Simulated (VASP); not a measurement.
Input of a VASP 6.6.1 run:

File INCAR:

```
SYSTEM = KF
PREC = Accurate ; ENCUT = 520
EDIFF = 1E-6 ; ISMEAR = 0
SIGMA = 0.05 ; LREAL = .False.
LASPH = .True. ; NELM = 60
ALGO = Normal ; ISIF = 2
LWAVE = .False. ; LCHARG = .False.
GGA = CA ; NBANDS = 15
```

KPOINTS

```
Automatic mesh
0
Gamma
  8 8 8
  0 0 0
```

The input POSCAR:

```
KF
1.0
    0.0000000000      2.5817196783      2.6785341662
    2.6720798670      0.0000000000      2.6785341662
    2.6720798670      2.5817196783      0.0000000000
K F
1 1
Direct
    0.0000000000      0.0000000000      0.0000000000
    0.5000000000      0.5000000000      0.5000000000
```

Potentials or basis: VASP PAW LDA potentials, release 64 (K_sv, F).

The run is started by

```console
$ cat potpaw_LDA.64/K_sv/POTCAR potpaw_LDA.64/F/POTCAR > POTCAR
$ mpirun -np 1 vasp_std > vasp.out
```

Question: What does it give for the band gap on the k mesh?

Answer: 5.90 eV, direct.

Question: What does it give for the pressure?

Answer: -2.4 GPa.

Stress tensor (GPa, compression positive):
```
-3.01  0.00  0.00
 0.00 -0.97  0.00
 0.00  0.00 -3.12
```

Caveat: the cell differs from its parent crystal (normal strain along x +0.0350, normal strain along z +0.0375). A k mesh can miss the band edges.
